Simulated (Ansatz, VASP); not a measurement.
# Two plane-wave programs on Te

The input INCAR:

```
PREC = Accurate
ENCUT = 520
EDIFF = 1E-6
ISMEAR = -1
SIGMA = 0.1
LREAL = False
LASPH = True
NELM = 80
ALGO = Normal
ISIF = 2
LWAVE = False
LCHARG = True
GGA = PE
LELF = True
LVHAR = True
NBANDS = 9
```

KPOINTS

```
Automatic mesh
0
Gamma
  13 13 13
```

POSCAR

```
Te
1.0
   -1.8719520198      1.8719520198      1.8719520198
    1.8719520198     -1.8719520198      1.8719520198
    1.8719520198      1.8719520198     -1.8719520198
Te
1
Direct
    0.0000000000      0.0000000000      0.0000000000
```

Input for Ansatz:

```yaml
crystal:
  lattice:
    - [-1.8719520198, 1.8719520198, 1.8719520198]
    - [1.8719520198, -1.8719520198, 1.8719520198]
    - [1.8719520198, 1.8719520198, -1.8719520198]
  atoms:
    - { symbol: Te, position: [0.0, 0.0, 0.0] }
hamiltonian:
  xc: pbe
  pseudopotentials:
    kind: paw
    azcp:
      Te: "pseudopotentials/Te.paw.azcp"
basis:
  ecutwfc: 420
  fft_grid_basis: typed
kpoints:
  mp_grid: { grid: [13, 13, 13], shift: [0, 0, 0] }
magnetization:
  spin_polarized: false
scf:
  occupations: { method: fermi_dirac, width: 0.1 }
  lower_state_search: "off"
output:
  stress: true
  write_density: true
  write_potential: true
  elf: true
  volumetric_format: npy
```

Alike in both runs: task single point; functional PBE; k mesh 13 × 13 × 13; occupations fermi-dirac, width 0.1 eV; no spin polarisation.

|  | VASP | Ansatz |
| --- | --- | --- |
| version | VASP 6.6.1 | Ansatz 0.2.0 |
| potentials or method | VASP PAW PBE potentials, release 64 (Te), cutoff 520 eV | plane waves (420 eV) with PAW, scalar-relativistic |
| valence electrons in the cell | 6 | 16 |

```csv
,VASP,Ansatz,Ansatz less VASP
pressure (GPa),5.5,5.6,+0.10
```

With one functional, cell and mesh, what is left measures potentials, basis and numerics. VASP's potentials hold 6 valence electrons a cell and Ansatz's 16, so a difference there can come from the potentials and not from the codes.

Neither program's run includes spin-orbit coupling.
